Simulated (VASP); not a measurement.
Here is a VASP 6.6.1 calculation.

The input POSCAR:

```
NiO
1.0
    2.9130965603      0.0000000000      0.0000000000
   -1.4565482802      2.5228156249      0.0000000000
    0.0000000000      0.0000000000      5.0552182658
Ni O
2 2
Direct
    0.0000000000      0.0000000000      0.0000000000
    0.0000000000      0.0000000000      0.5000000000
    0.3333333333      0.6666666667      0.2499995579
    0.6666666667      0.3333333333      0.7500004421
```

INCAR.step1

```
PREC = Accurate
ENCUT = 520
ISMEAR = 0
SIGMA = 0.05
LREAL = F
LASPH = T
NELM = 150
ISPIN = 2
MAGMOM = 2 -2 0 0
LMAXMIX = 4
NBANDS = 28
GGA = PE
ALGO = Normal
EDIFF = 1E-4
LWAVE = T
LCHARG = F
```

The input INCAR.step2:

```
PREC = Accurate
ENCUT = 520
EDIFF = 1E-6
ISMEAR = 0
SIGMA = 0.05
LREAL = F
LASPH = T
NELM = 150
ALGO = Normal
ISIF = 2
LWAVE = F
LCHARG = T
ISPIN = 2
MAGMOM = 2 -2 0 0
LORBIT = 11
LMAXMIX = 4
METAGGA = R2SCAN
LMIXTAU = T
LELF = T
LVHAR = T
NBANDS = 28
ISTART = 1
```

The input KPOINTS:

```
regular mesh
0
Gamma
  12 12 8
```

Potentials or basis: VASP PAW PBE potentials, release 64 (Ni, O).

Run with:

```bash
$ cat potpaw_PBE.64/Ni/POTCAR potpaw_PBE.64/O/POTCAR > POTCAR
$ cp INCAR.step1 INCAR
$ mpirun -np 1 vasp_std > vasp.out
$ cp INCAR.step2 INCAR
$ mpirun -np 1 vasp_std > vasp.out
```

**Question.** Estimate the net moment.

**Answer.** 0.00 μB per cell.

**Question.** Estimate the band gap on the k mesh.

**Answer.** 2.15 eV (least direct gap 2.19 eV).

**Question.** What does it give for the site moments?

**Answer.** Ni +1.55, -1.55; O +0.00 μB.

Stress tensor (GPa, compression positive):
```
-3.84  0.00  0.00
 0.00 -3.84  0.00
 0.00  0.00 -5.01
```

Caveat: the cell stands under tension; the PAW data sets were made with another functional, which shifts forces and pressure a little. A k mesh can miss the band edges.
